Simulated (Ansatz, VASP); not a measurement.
Ta in VASP and in Ansatz

```
Ta
1.0
     2.90037    0.00000    0.00000
    -1.45019    2.51180    0.00000
     0.00000    0.00000    5.16627
Ta
2
Direct
  0.33333 0.66667 0.25000
  0.66667 0.33333 0.75000
```

Alike in both runs: task relaxation of cell and atoms; functional BLYP; dispersion D3(BJ); k mesh 11 × 11 × 5; occupations fermi-dirac, width 0.05 eV; no spin polarisation.

|  | VASP | Ansatz |
| --- | --- | --- |
| version | VASP 6.6.1 | Ansatz 0.2.0 |
| potentials or method | VASP PAW PBE potentials, release 64 (Ta_pv) | Ansatz PAW |
| plane-wave cutoff (eV) | 600 | 420 |
| valence electrons in the cell | 22 | 26 |

VASP gave:

- gap on the k mesh at the Fermi level, each at its own relaxed structure (eV): none
- relaxed volume (Å³/atom): 18.04
- relaxed cell length with the largest relative difference (Å): 2.856

**Question.** Estimate Ansatz's values.

**Answer.** gap on the k mesh at the Fermi level, each at its own relaxed structure (eV): none; relaxed volume (Å³/atom): 17.94; relaxed cell length with the largest relative difference (Å): 2.851.

VASP's potentials were made for PBE, not for BLYP. A gap of «none» marks a metal or a gap that the smearing closes. VASP's potentials hold 22 valence electrons a cell and Ansatz's 26, so a difference there can come from the potentials and not from the codes.

Spin-orbit coupling is off throughout. Noted on Ansatz's run: the plane-wave basis is chosen anew once the cell has moved, so the energies of steps on either side of that aren't comparable.
